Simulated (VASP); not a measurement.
# MnS (Fm-3m) in VASP: further runs

Aim: see how the results for MnS move with the level of theory and the settings. Levels: LDA+U, r2SCAN+D4+U, PBE. Tasks: single point, vibrations by perturbation theory.

Program: VASP 6.6.1. These are calculated values, not measurements. Logs are shortened: lines on timing, memory, paths and dates and some standing lists are left out, and cuts for length are marked.

**1. The cell of the first run**

The structure is cubic, space group Fm-3m (No. 225). The conventional cell has a = 5.278 Å, b = 5.278 Å, c = 5.278 Å, α = 90.00°, β = 90.00°, γ = 90.00°. Mn (site symmetry m-3m) has 6 S at 2.64 Å within 3.5 Å. Within 3.5 Å of S (site symmetry m-3m) lie 6 Mn at 2.64 Å.

**2. Single point, LDA+U, collinear spin, ferromagnetic start**

Input file INCAR:

```
ALGO = Normal
EDIFF = 1E-7
ENCUT = 520
GGA = CA
ISIF = 2
ISMEAR = 1
ISPIN = 2
LASPH = True
LCHARG = False
LDAU = True
LDAUJ = 0 0
LDAUL = 2 -1
LDAUPRINT = 1
LDAUTYPE = 2
LDAUU = 4.5 0
LMAXMIX = 4
LORBIT = 11
LREAL = False
LWAVE = False
MAGMOM = 4 0
NBANDS = 20
NELM = 150
PREC = Accurate
SIGMA = 0.05
```

Input file KPOINTS:

```
k-points
0
Gamma
  9 9 9
```

Input file POSCAR:

```
MnS
1.0
    0.0000000000      2.6387736672      2.6387736672
    2.6387736672      0.0000000000      2.6387736672
    2.6387736672      2.6387736672      0.0000000000
Mn S
1 1
Direct
    0.0000000000      0.0000000000      0.0000000000
    0.5000000000      0.5000000000      0.5000000000
```

Potentials or basis: VASP PAW LDA potentials, release 64 (Mn_pv, S).

Run with:

```bash
$ cat potpaw_LDA.64/Mn_pv/POTCAR potpaw_LDA.64/S/POTCAR > POTCAR
$ mpirun -np 1 vasp_std > vasp.out
```

OUTCAR:

```text
EDIFF = 1E-7
   ENCUT = 520
   GGA = CA
   ISIF = 2
   ISMEAR = 1
   ISPIN = 2
   LASPH = True
   LORBIT = 11
   LREAL = False
   NELM = 150
   PREC = Accurate

 ion  position               nearest neighbor table
   1  0.000  0.000  0.000-   2 2.64   2 2.64   2 2.64   2 2.64   2 2.64   2 2.64
   2  0.500  0.500  0.500-   1 2.64   1 2.64   1 2.64   1 2.64   1 2.64   1 2.64

  LATTYP: Found a face centered cubic cell.
 ALAT       =     5.2775473344

  Lattice vectors:

 A1 = (   0.0000000000,   2.6387736672,   2.6387736672)
 A2 = (   2.6387736672,   0.0000000000,   2.6387736672)
 A3 = (   2.6387736672,   2.6387736672,   0.0000000000)

Analysis of symmetry for initial positions (statically):
=====================================================================
 Subroutine PRICEL returns:
 Original cell was already a primitive cell.

 Routine SETGRP: Setting up the symmetry group for a
 face centered cubic supercell.

 Subroutine GETGRP returns: Found 48 space group operations
 (whereof 48 operations were pure point group operations)
 out of a pool of 48 trial point group operations.

The static configuration has the point symmetry O_h .

Analysis of symmetry for dynamics (positions and initial velocities):
=====================================================================
 Subroutine PRICEL returns:
 Original cell was already a primitive cell.

 Routine SETGRP: Setting up the symmetry group for a
 face centered cubic supercell.

 Subroutine GETGRP returns: Found 48 space group operations
 (whereof 48 operations were pure point group operations)
 out of a pool of 48 trial point group operations.

The dynamic configuration has the point symmetry O_h .

Analysis of structural, dynamic, and magnetic symmetry:
=====================================================================
 Subroutine PRICEL returns:
 Original cell was already a primitive cell.

 Routine SETGRP: Setting up the symmetry group for a
 face centered cubic supercell.

 Subroutine GETGRP returns: Found 48 space group operations
 (whereof 48 operations were pure point group operations)
 out of a pool of 48 trial point group operations.

The overall configuration has the point symmetry O_h .

 Subroutine INISYM returns: Found 48 space group operations
 (whereof 48 operations are pure point group operations),
 and found     1 'primitive' translations

----------------------------------------------------------------------------------------

                                     Primitive cell

  volume of cell :      36.7482

  direct lattice vectors                    reciprocal lattice vectors
     0.000000000  2.638773667  2.638773667    -0.189481958  0.189481958  0.189481958
     2.638773667  0.000000000  2.638773667     0.189481958 -0.189481958  0.189481958
     2.638773667  2.638773667  0.000000000     0.189481958  0.189481958 -0.189481958

  length of vectors
     3.731789508  3.731789508  3.731789508     0.328192378  0.328192378  0.328192378

  position of ions in fractional coordinates (direct lattice)
     0.000000000  0.000000000  0.000000000
     0.500000000  0.500000000  0.500000000

  ion indices of the primitive-cell ions
   primitive index   ion index
                 1           1
                 2           2

----------------------------------------------------------------------------------------

 KPOINTS: k-points

Automatic generation of k-mesh.
 Grid dimensions read from file:
 generate k-points for:    9    9    9

 Generating k-lattice:

  Cartesian coordinates                     Fractional coordinates (reciprocal lattice)
    -0.021053551  0.021053551  0.021053551     0.111111111  0.000000000  0.000000000
[... 57 lines left out ...]
   ENCUT  =  520.0 eV  38.22 Ry    6.18 a.u.   6.94  6.94  6.94*2*pi/ulx,y,z
   NELM   =    150;   NELMIN=  2; NELMDL= -5     # of ELM steps
   EDIFF  = 0.1E-06   stopping-criterion for ELM
   LREAL  =      F    real-space projection
   EDIFFG = 0.1E-05   stopping-criterion for IOM
   NSW    =      0    number of steps for IOM
   IBRION =     -1    ionic relax: 0-MD 1-quasi-New 2-CG
   NFREE  =      0    steps in history (QN), initial steepest desc. (CG)
   ISIF   =      2    stress and relaxation
   ISYM   =      2    0-nonsym 1-usesym 2-fastsym
   POTIM  = 0.5000    time-step for ionic-motion
   TEBEG  =    0.0;   TEEND  =   0.0 temperature during run
   PSTRESS=    0.0 pullay stress
   NELECT =      19.0000    total number of electrons
   NUPDOWN=      -1.0000    fix difference up-down
   EMIN   =  10.00;   EMAX   =-10.00  energy-range for DOS
   EFERMI =   0.00;   METHOD = LEGACY
   ISMEAR =     1;   SIGMA  =   0.05  broadening in eV -4-tet -1-fermi 0-gaus
   EFERMI_NEDOS =   21; number of points for ismear=-14 and -15
   IALGO  =     38    algorithm
   IMIX   =      4    mixing-type and parameters
     AMIX     =   0.40;   BMIX     =  1.00
     AMIX_MAG =   1.60;   BMIX_MAG =  1.00
  volume/ion in A,a.u.               =      18.37       123.99
  Fermi-wavevector in a.u.,A,eV,Ry     =   1.313955  2.483015 23.490163  1.726478
  Thomas-Fermi vector in A             =   2.444242
   LORBIT       =     11    0 simple, 1 ext, 2 COOP (PROOUT), +10 PAW based schemes
 LDA+U is selected, type is set to LDAUTYPE =  2
   angular momentum for each species LDAUL =     2   -1
   U (eV)           for each species LDAUU =   4.5  0.0
   J (eV)           for each species LDAUJ =   0.0  0.0
   GGA     = CA    functional components
   LHFCALC =     F    Hartree Fock is set to
   AEXX    =    0.0000 exact exchange contribution
   IVDW    =     0    specifies the selected vdW correction
   LEPSILON=     F    determine dielectric tensor
   LRPA    =     F    only Hartree local field effects (RPA)
 spin polarized calculation
 Methfessel and Paxton  Order N= 1 SIGMA  =   0.05
  energy-cutoff  :      520.00
  volume of cell :       36.75
 maximum number of plane-waves:      1002
   NGX = 13   NGY = 13   NGZ = 13

atom =   1  type =  1  l = 2

 onsite density matrix

spin component  1

  0.9342  0.0000 -0.0000 -0.0000  0.0000
  0.0000  0.9342 -0.0000 -0.0000 -0.0000
 -0.0000 -0.0000  0.9549 -0.0000  0.0000
 -0.0000 -0.0000 -0.0000  0.9342 -0.0000
  0.0000 -0.0000  0.0000 -0.0000  0.9549

spin component  2

  0.0151  0.0000 -0.0000  0.0000  0.0000
  0.0000  0.0151  0.0000 -0.0000  0.0000
 -0.0000  0.0000  0.0751  0.0000 -0.0000
  0.0000 -0.0000  0.0000  0.0151  0.0000
  0.0000  0.0000 -0.0000  0.0000  0.0751

 occupancies and eigenvectors

  o =  0.0151  v =  0.0000  0.0000  0.0000  0.0000  0.0000  0.9994 -0.0340  0.0000 -0.0073 -0.0000      0.0000  0.0000  0.0000  0.0000  0.0000  0.0000  0.0000  0.0000  0.0000  0.0000
  o =  0.0151  v =  0.0000  0.0000  0.0000  0.0000  0.0000 -0.0336 -0.9983  0.0000  0.0485  0.0000      0.0000  0.0000  0.0000  0.0000  0.0000  0.0000  0.0000  0.0000  0.0000  0.0000
  o =  0.0151  v =  0.0000  0.0000  0.0000  0.0000  0.0000 -0.0090 -0.0483  0.0000 -0.9988  0.0000      0.0000  0.0000  0.0000  0.0000  0.0000  0.0000  0.0000  0.0000  0.0000  0.0000
  o =  0.0751  v =  0.0000  0.0000  0.0000  0.0000  0.0000 -0.0000 -0.0000 -0.0155  0.0000 -0.9999      0.0000  0.0000  0.0000  0.0000  0.0000  0.0000  0.0000  0.0000  0.0000  0.0000
  o =  0.0751  v =  0.0000  0.0000  0.0000  0.0000  0.0000  0.0000 -0.0000 -0.9999  0.0000  0.0155      0.0000  0.0000  0.0000  0.0000  0.0000  0.0000  0.0000  0.0000  0.0000  0.0000
  o =  0.9342  v =  0.0000  0.8598  0.0000 -0.5106 -0.0000  0.0000  0.0000  0.0000  0.0000  0.0000      0.0000  0.0000  0.0000  0.0000  0.0000  0.0000  0.0000  0.0000  0.0000  0.0000
  o =  0.9342  v =  1.0000  0.0000  0.0000  0.0000  0.0000  0.0000  0.0000  0.0000  0.0000  0.0000      0.0000  0.0000  0.0000  0.0000  0.0000  0.0000  0.0000  0.0000  0.0000  0.0000
  o =  0.9342  v =  0.0000 -0.5106  0.0000 -0.8598  0.0000  0.0000  0.0000  0.0000  0.0000  0.0000      0.0000  0.0000  0.0000  0.0000  0.0000  0.0000  0.0000  0.0000  0.0000  0.0000
  o =  0.9549  v =  0.0000  0.0000 -0.9999 -0.0000  0.0110  0.0000  0.0000  0.0000  0.0000  0.0000      0.0000  0.0000  0.0000  0.0000  0.0000  0.0000  0.0000  0.0000  0.0000  0.0000
  o =  0.9549  v =  0.0000 -0.0000 -0.0110 -0.0000 -0.9999  0.0000  0.0000  0.0000  0.0000  0.0000      0.0000  0.0000  0.0000  0.0000  0.0000  0.0000  0.0000  0.0000  0.0000  0.0000

 number of electron      18.9999995 magnetization       5.0000085

 Free energy of the ion-electron system (eV)
  ---------------------------------------------------
  ext. energy  EPLUGINS =         0.00000000
  ---------------------------------------------------
  free energy    TOTEN  =       -13.55634814 eV

  energy without entropy =      -13.55645601  energy(sigma->0) =      -13.55638410

 E-fermi :   5.6985     XC(G=0): -10.7584

 val. band max:        5.6612252481   @ k =  -0.3333   0.1111   0.0000
 cond. band min:       6.3892897164   @ k =   0.4444   0.4444   0.0000
 fundamental gap:      0.7280644683
 Fermi energy:         5.6985264590

 spin component 1

 k-point     1 :       0.0000    0.0000    0.0000
  band No.  band energies     occupation
      1     -44.3980      1.00000
      2     -44.3980      1.00000
      3     -44.3980      1.00000
      4      -8.0581      1.00000
      5       0.7928      1.00000
      6       0.7928      1.00000
[... 1097 lines left out ...]
     19      20.9997      0.00000
     20      21.1629      0.00000

 [... further k-points ...]
[... 5 lines left out ...]
  --------------------------------------------------------------------------------------
  -------------------------------------------------------------------------------------
  Total       -1.2468295     -1.2468295     -1.2468295      0.0000000      0.0000000     -0.0000000
  in kB      -54.3602234    -54.3602234    -54.3602234      0.0000000      0.0000000     -0.0000000
  external PRESSURE =     -54.3602234 kB  Pullay stress =       0.0000000 kB

 VOLUME and BASIS-vectors are now :
 -----------------------------------------------------------------------------
  energy-cutoff  :      520.00
  volume of cell :       36.75
      direct lattice vectors                 reciprocal lattice vectors
     0.000000000  2.638773667  2.638773667    -0.189481958  0.189481958  0.189481958
     2.638773667  0.000000000  2.638773667     0.189481958 -0.189481958  0.189481958
     2.638773667  2.638773667  0.000000000     0.189481958  0.189481958 -0.189481958

 POSITION                                       TOTAL-FORCE (eV/Angst)
 -----------------------------------------------------------------------------------
      0.00000      0.00000      0.00000         0.000000      0.000000      0.000000
      2.63877      2.63877      2.63877         0.000000      0.000000      0.000000
 -----------------------------------------------------------------------------------
    total drift:                               -0.000000      0.000000      0.000000

  FREE ENERGIE OF THE ION-ELECTRON SYSTEM (eV)
  ---------------------------------------------------
  free  energy   TOTEN  =       -13.5563481421 eV

  energy  without entropy=      -13.5564560091  energy(sigma->0) =      -13.55638410

 total charge

# of ion       s       p       d       tot
------------------------------------------
    1        0.224   6.164   4.890  11.278
    2        1.321   2.424   0.000   3.745
--------------------------------------------------
tot          1.545   8.587   4.890  15.022

 magnetization (x)

# of ion       s       p       d       tot
------------------------------------------
    1        0.041   0.031   4.507   4.579
    2        0.018   0.069   0.000   0.087
--------------------------------------------------
tot          0.059   0.100   4.507   4.666
```

Run time: 75 s. Hardware: 1 thread of Intel Xeon 8259CL, shared host; peak memory 0.17 GiB.

Results:

```yaml
Free_energy: -13.5563 eV
Pressure: -5.4 GPa
Band_gap_on_the_k_mesh: 0.73 eV (least direct gap 2.57 eV)
Net_moment: 5.00 μB per cell
Site_moments: Mn +4.58; S +0.09 μB
Valence_electrons_inside_the_program's_atomic_spheres: Mn 11.28; S 3.75
```

Eigenvalues of the final occupation matrices:
```tsv
site	spin	trace	eigenvalues
site 1 d	1	4.71	0.93 0.93 0.93 0.95 0.95
site 1 d	2	0.20	0.02 0.02 0.02 0.08 0.08
```

Caveat: the cell stands under tension; an odd mesh through Γ misses points on the zone boundary, where band edges can lie; a cell with one magnetic atom can't hold antiferromagnetic order, which such compounds often take.

(Continued in part 2 of 2.)
